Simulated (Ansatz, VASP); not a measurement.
**One calculation of BN, two programs**

The input INCAR:

```
SYSTEM = BN
ALGO     = Normal         ! electronic algorithm
EDIFF    = 1E-7           ! SCF threshold, eV
ENCUT    = 520            ! plane-wave cutoff, eV
GGA      = PE             ! functional
ISIF     = 2              ! what is computed and relaxed
ISMEAR   = 0              ! smearing method
LASPH    = .TRUE.         ! aspherical terms in the spheres
LCHARG   = .FALSE.        ! write CHGCAR
LREAL    = .FALSE.        ! projectors in reciprocal space
LWAVE    = .FALSE.        ! write WAVECAR
NBANDS   = 11             ! bands
NELM     = 100            ! most SCF steps
PREC     = Accurate       ! precision mode
SIGMA    = 0.05           ! smearing width, eV
```

KPOINTS

```
k-points
0
G
  12 12 12
  0 0 0
```

Contents of POSCAR:

```
BN
1.0
    0.0000000000      1.8123485119      1.8123485119
    1.8123485119      0.0000000000      1.8123485119
    1.8123485119      1.8123485119      0.0000000000
B N
1 1
Direct
    0.0517284614      0.0517284614     -0.0517284614
    0.7500000000      0.7500000000      0.7500000000
```

Input for Ansatz:

```yaml
crystal:
  lattice:
    - [0.0, 1.8123485119, 1.8123485119]
    - [1.8123485119, 0.0, 1.8123485119]
    - [1.8123485119, 1.8123485119, 0.0]
  atoms:
    - { symbol: B, position: [0.0517284614, 0.0517284614, -0.0517284614] }
    - { symbol: "N", position: [0.75, 0.75, 0.75] }
basis:
  ecutwfc: 420
kpoints:
  mp_grid: { grid: [12, 12, 12] }
hamiltonian:
  xc: pbe
scf:
  occupations: { method: gaussian, width: 0.05 }
output:
  forces: true
  stress: true
  eigenvalues: true
  write_density: true
  write_potential: true
  elf: true
  volumetric_format: npy
```

Change from the starting cell: all B atoms moved +0.188 Å, as atom 1 along Cartesian [0 0 1].

Alike in both runs: task single point; functional PBE; k mesh 12 × 12 × 12; occupations gaussian, width 0.05 eV; no spin polarisation.

```csv
,VASP,Ansatz
version,VASP 6.6.1,Ansatz 0.2.0
potentials or method,"VASP PAW PBE potentials, release 64 (B, N), cutoff 520 eV","scalar-relativistic, plane waves, PAW"
valence electrons in the cell,8,8
```

|  | VASP | Ansatz | Ansatz less VASP |
| --- | --- | --- | --- |
| gap on the k mesh at the Fermi level (eV) | 2.85 | 2.86 | +0.012 |
| least direct gap on the mesh (eV) | 6.95 | 6.95 | +0.003 |
| pressure (GPa) | 10.0 | 9.9 | -0.13 |
| traceless stress, the component that is largest in VASP (GPa) | -4.11 | -3.77 | +0.337 |
| rms of the force components (eV/Å) | 2.376 | 2.368 | -0.0085 |

Atom by atom the forces differ by 0.009 eV/Å (rms over components). The functional is the same, so the differences come from potentials, cutoffs and numerics.
